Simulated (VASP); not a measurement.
# PbI2 (P-3m1) in VASP: single point with PBE

Aim: the single point of PbI2 with PBE.

Everything below comes from runs of VASP 6.6.1. Logs are shortened: lines on timing, memory, paths and dates and some standing lists are left out, and cuts for length are marked.

## (1) The cell of the first run

It takes space group P-3m1 (No. 164, trigonal). The conventional cell has a = 4.555 Å, b = 4.555 Å, c = 6.977 Å, α = 90.00°, β = 90.00°, γ = 120.00°. Within 4.2 Å of Pb (site symmetry -3m) lie 6 I at 3.21 Å. Within 4.3 Å of I (site symmetry 3m) lie 3 Pb at 3.21 Å and 3 I at 4.20 Å.

## (2) Single point, PBE

Input file INCAR:

```
SYSTEM = PbI2
PREC = Accurate
ENCUT = 500
EDIFF = 1E-6
ISMEAR = 0
SIGMA = 0.01
LREAL = .False.
LASPH = .True.
NELM = 120
ALGO = Normal
ISIF = 2
LWAVE = .False.
LCHARG = .False.
GGA = PE
NBANDS = 21
GGA_COMPAT = .False.
```

Input file KPOINTS:

```
Automatic mesh
0
Gamma
  4 4 3
  0 0 0
```

Input file POSCAR:

```
PbI2
1.0
    4.5550000000      0.0000000000      0.0000000000
   -2.2775000000      3.9447457142      0.0000000000
    0.0000000000      0.0000000000      6.9770000000
Pb I
1 2
Direct
    0.0000000000      0.0000000000      0.0000000000
    0.3333333333      0.6666666667      0.2650000000
    0.6666666667      0.3333333333      0.7350000000
```

Potentials or basis: VASP PAW PBE potentials, release 64 (Pb_d, I).

The run is started by

```sh
$ cat potpaw_PBE.64/Pb_d/POTCAR potpaw_PBE.64/I/POTCAR > POTCAR
$ mpirun -np 1 vasp_std > vasp.out
```

OUTCAR:

```text
SYSTEM = PbI2
   PREC = Accurate
   ENCUT = 500
   EDIFF = 1E-6
   ISMEAR = 0
   LREAL = .False.
   LASPH = .True.
   NELM = 120
   ISIF = 2
   GGA = PE

 ion  position               nearest neighbor table
   1  0.000  0.000  0.000-   2 3.21   3 3.21   2 3.21   3 3.21   3 3.21   2 3.21
   2  0.333  0.667  0.265-   1 3.21   1 3.21   1 3.21
   3  0.667  0.333  0.735-   1 3.21   1 3.21   1 3.21

  LATTYP: Found a hexagonal cell.
 ALAT       =     4.5550000000
 C/A-ratio  =     1.5317233809

  Lattice vectors:

 A1 = (   4.5550000000,   0.0000000000,   0.0000000000)
 A2 = (  -2.2775000000,   3.9447457142,   0.0000000000)
 A3 = (   0.0000000000,   0.0000000000,   6.9770000000)

Analysis of symmetry for initial positions (statically):
=====================================================================
 Subroutine PRICEL returns:
 Original cell was already a primitive cell.

 Routine SETGRP: Setting up the symmetry group for a
 hexagonal supercell.

 Subroutine GETGRP returns: Found 12 space group operations
 (whereof 12 operations were pure point group operations)
 out of a pool of 24 trial point group operations.

The static configuration has the point symmetry D_3d.

Analysis of symmetry for dynamics (positions and initial velocities):
=====================================================================
 Subroutine PRICEL returns:
 Original cell was already a primitive cell.

 Routine SETGRP: Setting up the symmetry group for a
 hexagonal supercell.

 Subroutine GETGRP returns: Found 12 space group operations
 (whereof 12 operations were pure point group operations)
 out of a pool of 24 trial point group operations.

The dynamic configuration has the point symmetry D_3d.

 Subroutine INISYM returns: Found 12 space group operations
 (whereof 12 operations are pure point group operations),
 and found     1 'primitive' translations

----------------------------------------------------------------------------------------

                                     Primitive cell

  volume of cell :     125.3649

  direct lattice vectors                    reciprocal lattice vectors
     4.555000000  0.000000000  0.000000000     0.219538968  0.126750882  0.000000000
    -2.277500000  3.944745714  0.000000000     0.000000000  0.253501765  0.000000000
     0.000000000  0.000000000  6.977000000     0.000000000  0.000000000  0.143328078

  length of vectors
     4.555000000  4.555000000  6.977000000     0.253501765  0.253501765  0.143328078

[... 65 lines left out ...]
   NELM   =    120;   NELMIN=  2; NELMDL= -5     # of ELM steps
   EDIFF  = 0.1E-05   stopping-criterion for ELM
   LREAL  =      F    real-space projection
   EDIFFG = 0.1E-04   stopping-criterion for IOM
   NSW    =      0    number of steps for IOM
   IBRION =     -1    ionic relax: 0-MD 1-quasi-New 2-CG
   NFREE  =      0    steps in history (QN), initial steepest desc. (CG)
   ISIF   =      2    stress and relaxation
   ISYM   =      2    0-nonsym 1-usesym 2-fastsym
   POTIM  = 0.5000    time-step for ionic-motion
   TEBEG  =    0.0;   TEEND  =   0.0 temperature during run
   PSTRESS=    0.0 pullay stress
   NELECT =      28.0000    total number of electrons
   NUPDOWN=      -1.0000    fix difference up-down
   EMIN   =  10.00;   EMAX   =-10.00  energy-range for DOS
   EFERMI =   0.00;   METHOD = LEGACY
   ISMEAR =     0;   SIGMA  =   0.01  broadening in eV -4-tet -1-fermi 0-gaus
   EFERMI_NEDOS =   21; number of points for ismear=-14 and -15
   IALGO  =     38    algorithm
   IMIX   =      4    mixing-type and parameters
     AMIX     =   0.40;   BMIX     =  1.00
     AMIX_MAG =   1.60;   BMIX_MAG =  1.00
  volume/ion in A,a.u.               =      41.79       282.00
  Fermi-wavevector in a.u.,A,eV,Ry     =   0.993273  1.877015 13.423400  0.986592
  Thomas-Fermi vector in A             =   2.125144
   LORBIT       =      0    0 simple, 1 ext, 2 COOP (PROOUT), +10 PAW based schemes
   GGA     = PE    functional components
   LHFCALC =     F    Hartree Fock is set to
   AEXX    =    0.0000 exact exchange contribution
   IVDW    =     0    specifies the selected vdW correction
   LEPSILON=     F    determine dielectric tensor
   LRPA    =     F    only Hartree local field effects (RPA)
 non-spin polarized calculation
 Gauss-broadening in eV      SIGMA  =   0.01
  energy-cutoff  :      500.00
  volume of cell :      125.36
 maximum number of plane-waves:      3199
 NGX is ok and might be reduce to    36
   NGX = 17   NGY = 17   NGZ = 25

 number of electron      28.0000001 magnetization

 Free energy of the ion-electron system (eV)
  ---------------------------------------------------
  ext. energy  EPLUGINS =         0.00000000
  ---------------------------------------------------
  free energy    TOTEN  =        -8.54616897 eV

  energy without entropy =       -8.54616897  energy(sigma->0) =       -8.54616897

 E-fermi :   2.6088     XC(G=0):  -8.1284

 val. band max:        2.5579594212   @ k =   0.0000   0.0000   0.3333
 cond. band min:       4.9593247408   @ k =   0.0000   0.0000   0.3333
 fundamental gap:      2.4013653196
 Fermi energy:         2.6087553051

 k-point     1 :       0.0000    0.0000    0.0000
  band No.  band energies     occupation
      1     -13.4352      2.00000
      2     -13.4352      2.00000
      3     -13.4221      2.00000
      4     -13.4130      2.00000
      5     -13.4130      2.00000
      6      -9.5427      2.00000
[... 205 lines left out ...]
     20      10.6844      0.00000
     21      10.8718      0.00000

------------------------ aborting loop because EDIFF is reached ----------------------------------------

  FORCE on cell =-STRESS in cart. coord.  units (eV):
  Direction    XX          YY          ZZ          XY          YZ          ZX
  --------------------------------------------------------------------------------------
  -------------------------------------------------------------------------------------
  Total        1.4129955      1.4129955      1.4611695     -0.0000000      0.0000000      0.0000000
  in kB       18.0582326     18.0582326     18.6739018     -0.0000000      0.0000000      0.0000000
  external PRESSURE =      18.2634557 kB  Pullay stress =       0.0000000 kB

 VOLUME and BASIS-vectors are now :
 -----------------------------------------------------------------------------
  energy-cutoff  :      500.00
  volume of cell :      125.36
      direct lattice vectors                 reciprocal lattice vectors
     4.555000000  0.000000000  0.000000000     0.219538968  0.126750882  0.000000000
    -2.277500000  3.944745714  0.000000000     0.000000000  0.253501765  0.000000000
     0.000000000  0.000000000  6.977000000     0.000000000  0.000000000  0.143328078

 POSITION                                       TOTAL-FORCE (eV/Angst)
 -----------------------------------------------------------------------------------
      0.00000      0.00000      0.00000         0.000000      0.000000      0.000000
     -0.00000      2.62983      1.84891        -0.000000      0.000000      0.178425
      2.27750      1.31492      5.12809         0.000000      0.000000     -0.178425
 -----------------------------------------------------------------------------------
    total drift:                               -0.000000     -0.000000      0.000000

  FREE ENERGIE OF THE ION-ELECTRON SYSTEM (eV)
  ---------------------------------------------------
  free  energy   TOTEN  =        -8.5461689710 eV

  energy  without entropy=       -8.5461689710  energy(sigma->0) =       -8.54616897
```

OSZICAR:

```text
N       E                     dE             d eps       ncg     rms          rms(c)
DAV:   1     0.233540927113E+03    0.23354E+03   -0.11475E+04   378   0.115E+03
DAV:   2     0.135869302444E+02   -0.21995E+03   -0.20985E+03   411   0.291E+02
DAV:   3    -0.791026282226E+01   -0.21497E+02   -0.21261E+02   503   0.101E+02
DAV:   4    -0.869537079064E+01   -0.78511E+00   -0.78449E+00   481   0.222E+01
DAV:   5    -0.871804729620E+01   -0.22677E-01   -0.22676E-01   546   0.337E+00    0.360E+00
DAV:   6    -0.854692335113E+01    0.17112E+00   -0.40989E-01   494   0.415E+00    0.244E+00
DAV:   7    -0.854370985642E+01    0.32135E-02   -0.16798E-01   499   0.192E+00    0.110E+00
DAV:   8    -0.854594138558E+01   -0.22315E-02   -0.21475E-02   443   0.128E+00    0.215E-01
DAV:   9    -0.854601772771E+01   -0.76342E-04   -0.25776E-03   443   0.396E-01    0.988E-02
DAV:  10    -0.854614834804E+01   -0.13062E-03   -0.35984E-04   423   0.140E-01    0.267E-02
DAV:  11    -0.854616878908E+01   -0.20441E-04   -0.50034E-05   506   0.393E-02    0.149E-02
DAV:  12    -0.854616897104E+01   -0.18195E-06   -0.86568E-06   431   0.170E-02
   1 F= -.85461690E+01 E0= -.85461690E+01  d E =-.146370E-14
```

stdout:

```text
POSCAR found type information on POSCAR PbI
 POSCAR found :  2 types and       3 ions
 scaLAPACK will be used
 LDA part: xc-table for (Slater+PW92), standard interpolation
 POSCAR, INCAR and KPOINTS ok, starting setup
 FFT: planning ... GRIDC
 FFT: planning ... GRID_SOFT
 FFT: planning ... GRID
 WAVECAR not read
 entering main loop
```

It took 34 s on 1 thread of Intel Xeon 8259CL, shared host; peak memory 0.24 GiB.

Results:

```yaml
Free_energy: -8.5462 eV
Pressure: 1.8 GPa
Largest_force: 0.178 eV/Å
Band_gap_on_the_k_mesh: 2.40 eV
```

Forces on the atoms (eV/Å):
```
Pb   0.000  0.000  0.000
I    0.000  0.000  0.178
I    0.000  0.000 -0.178
```

Levels at points of the mesh, in eV from the valence-band top:
```
           k point  band 12  band 13  band 14  band 15  band 16  band 17
(0.00, 0.00, 0.00)    -0.81    -0.81    -0.58     2.58     3.48     3.48
(0.50, 0.00, 0.00)    -1.45    -0.65    -0.26     2.99     3.82     4.88
```

Caveat: spin-orbit coupling is left out, which moves the levels of the heavy elements; an odd mesh through Γ misses points on the zone boundary, where band edges can lie; this functional lacks dispersion, which binds the layers, so the pressure and a relaxed spacing across them are unreliable.
